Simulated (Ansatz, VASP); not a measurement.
# BeZn2O3 in VASP and in Ansatz

```
CELL_PARAMETERS angstrom
3.06930 0.00000 0.00000
-1.53465 2.65809 0.00000
0.00000 0.00000 7.69473
ATOMIC_POSITIONS crystal
Be 0.00000 0.00000 0.00830
Zn 0.66667 0.33333 0.68597
Zn 0.33333 0.66667 0.32273
O 0.66667 0.33333 0.94220
O 0.00000 0.00000 0.21462
O 0.33333 0.66667 0.57617
```

Alike in both runs: functional PBE; k mesh 4 × 4 × 2; occupations gaussian, width 0.15 eV; no spin polarisation.

Ansatz relaxed the structure, and its values are those at the end. VASP's run is a single point on that final structure, the one shown.

|  | VASP | Ansatz |
| --- | --- | --- |
| version | VASP 6.6.1 | Ansatz 0.2.0 |
| potentials or method | VASP PAW PBE potentials, release 64 (Be, Zn, O), cutoff 600 eV | scalar-relativistic, plane waves, PAW |
| valence electrons in the cell | 44 | 44 |

VASP gave:

- gap on the k mesh at the Fermi level (eV): 1.50
- least direct gap on the mesh (eV): 1.50
- pressure (GPa): 1.0
- rms of the force components (eV/Å): 0.019

Q: Estimate Ansatz's values.

A: gap on the k mesh at the Fermi level (eV): 1.51; least direct gap on the mesh (eV): 1.51; pressure (GPa): 0.3; rms of the force components (eV/Å): 0.011.

With one functional, cell and mesh, what is left measures potentials, basis and numerics.

The k mesh is coarse, so the values compare programs but aren't converged.
